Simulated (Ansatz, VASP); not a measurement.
## AlN: VASP beside Ansatz

```
CELL_PARAMETERS angstrom
3.34120 0.00000 0.00000
-1.67060 2.89356 0.00000
0.00000 0.00000 4.09980
ATOMIC_POSITIONS crystal
Al 0.33333 0.66667 0.75000
Al 0.66667 0.33333 0.25000
N 0.33333 0.66667 0.25000
N 0.66667 0.33333 0.75000
```

Alike in both runs: task single point; functional PBEsol; k mesh 9 × 9 × 6; occupations gaussian, width 0.05 eV; no spin polarisation.

```csv
,VASP,Ansatz
version,VASP 6.6.1,Ansatz 0.2.0
potentials or method,"VASP PAW PBE potentials, release 64 (Al, N), cutoff 520 eV","scalar-relativistic, plane waves, PAW"
valence electrons in the cell,16,16
```

|  | VASP | Ansatz | Ansatz less VASP |
| --- | --- | --- | --- |
| gap on the k mesh at the Fermi level (eV) | 3.30 | 3.29 | -0.012 |
| least direct gap on the mesh (eV) | 3.30 | 3.29 | -0.012 |
| pressure (GPa) | -3.3 | -3.2 | +0.08 |
| traceless stress, the component that is largest in VASP (GPa) | 3.13 | 3.13 | 0.000 |

VASP's potentials were made for PBE, not for PBEsol.
